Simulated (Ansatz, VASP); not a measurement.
**Sn in VASP and in Ansatz**

The input INCAR:

```
ALGO     = Normal         # electronic algorithm
EDIFF    = 1E-7           # SCF threshold, eV
ENCUT    = 520            # plane-wave cutoff, eV
GGA      = PE             # functional
ISIF     = 2              # what is computed and relaxed
ISMEAR   = -1             # smearing method
LASPH    = True           # aspherical terms in the spheres
LCHARG   = False          # write CHGCAR
LREAL    = False          # projectors in reciprocal space
LWAVE    = False          # write WAVECAR
NBANDS   = 21             # bands
NELM     = 60             # most SCF steps
PREC     = Accurate       # precision mode
SIGMA    = 0.1            # smearing width, eV
```

File KPOINTS:

```
k-points
0
Gamma
  9 9 9
```

File POSCAR:

```
Sn
1.0
    0.0000000000      3.2333430000      3.2333430000
    3.2333430000      0.0000000000      3.2333430000
    3.2333430000      3.2333430000      0.0000000000
Sn
2
Direct
    0.0000000000      0.0000000000      0.0000000000
    0.2500000000      0.2500000000      0.2500000000
```

Input for Ansatz:

```yaml
crystal:
  lattice:
    - [0.0, 3.233343, 3.233343]
    - [3.233343, 0.0, 3.233343]
    - [3.233343, 3.233343, 0.0]
  atoms:
    - { symbol: Sn, position: [0.0, 0.0, 0.0] }
    - { symbol: Sn, position: [0.25, 0.25, 0.25] }
kpoints:
  mp_grid:
    grid: [9, 9, 9]
    shift: [0.0, 0.0, 0.0]
hamiltonian:
  xc: pbe
scf:
  occupations:
    method: fermi_dirac
    width: 0.1
output:
  forces: true
  stress: true
```

Alike in both runs: task single point; functional PBE; k mesh 9 × 9 × 9; occupations fermi-dirac, width 0.1 eV; no spin polarisation.

|  | VASP | Ansatz |
| --- | --- | --- |
| version | VASP 6.6.1 | Ansatz 0.2.0 |
| potentials or method | VASP PAW PBE potentials, release 64 (Sn_d) | plane waves, PAW |
| plane-wave cutoff (eV) | 520 | 420 |
| valence electrons in the cell | 28 | 28 |

```csv
,VASP,Ansatz,Ansatz less VASP
pressure (GPa),3.8,3.8,+0.06
```

The functional is the same, so the differences come from potentials, cutoffs and numerics.
